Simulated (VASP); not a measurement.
**SnO2: single point with r2SCAN**

Crystal: SnO2.

```
Sn O
1.0
     4.75742    0.00000    0.00000
     0.00000    4.75788    0.00000
     0.00000    0.00000    3.19973
Sn O
2 4
Direct
  0.50000 0.50000 0.50000
  0.00000 0.00000 0.00000
  0.30457 0.30656 0.00000
  0.80457 0.19344 0.50000
  0.19543 0.80656 0.50000
  0.69543 0.69344 0.00000
```

```json
{
 "Program": "VASP 6.6.1",
 "Task": "single point",
 "Functional": "r2SCAN",
 "Potentials or basis": "VASP PAW PBE potentials, release 64 (Sn_d, O)",
 "Cutoff": "520 eV",
 "k mesh": "4 × 4 × 6",
 "Occupations": "gaussian, width 0.1 eV",
 "Spin": "no spin polarisation"
}
```

- Pressure: 1.3 GPa
- Largest force: 0.023 eV/Å
- Band gap on the k mesh: 1.80 eV

Forces on the atoms (eV/Å):
```
Sn   0.000  0.000  0.000
Sn   0.000  0.000  0.000
O    0.020  0.013  0.000
O    0.020 -0.013  0.000
O   -0.020  0.013  0.000
O   -0.020 -0.013  0.000
```

Stress tensor (GPa, compression positive):
```
1.10 0.00 0.00
0.00 1.18 0.00
0.00 0.00 1.57
```

Levels at points of the mesh, in eV from the valence-band top:
```
           k point  band 24  band 25  band 26  band 27  band 28  band 29
(0.00, 0.00, 0.00)    -0.78    -0.78     0.00     1.80     6.84     7.05
(0.50, 0.00, 0.00)    -1.17    -0.62    -0.62     5.01     5.01     7.80
(0.00, 0.50, 0.00)    -1.17    -0.63    -0.63     5.02     5.02     7.84
(0.50, 0.50, 0.00)    -1.30    -0.92    -0.92     5.47     5.47     8.23
(0.00, 0.00, 0.50)    -1.67    -1.27    -1.27     6.88     6.88    10.53
(0.50, 0.00, 0.50)    -1.11    -0.69    -0.69     7.16     7.16     8.87
(0.00, 0.50, 0.50)    -1.12    -0.68    -0.68     7.15     7.15     8.85
(0.50, 0.50, 0.50)    -0.95    -0.85    -0.85     5.52     5.52     9.67
```

It took 2.5 min on 1 thread of Intel(R) Xeon(R) Platinum 8488C (Sapphire Rapids) (shared host), peak memory 0.22 GiB.

Caveat: the PAW data sets were made with another functional, which shifts forces and pressure a little; spin-orbit coupling is left out, which moves the levels of the heavy elements.
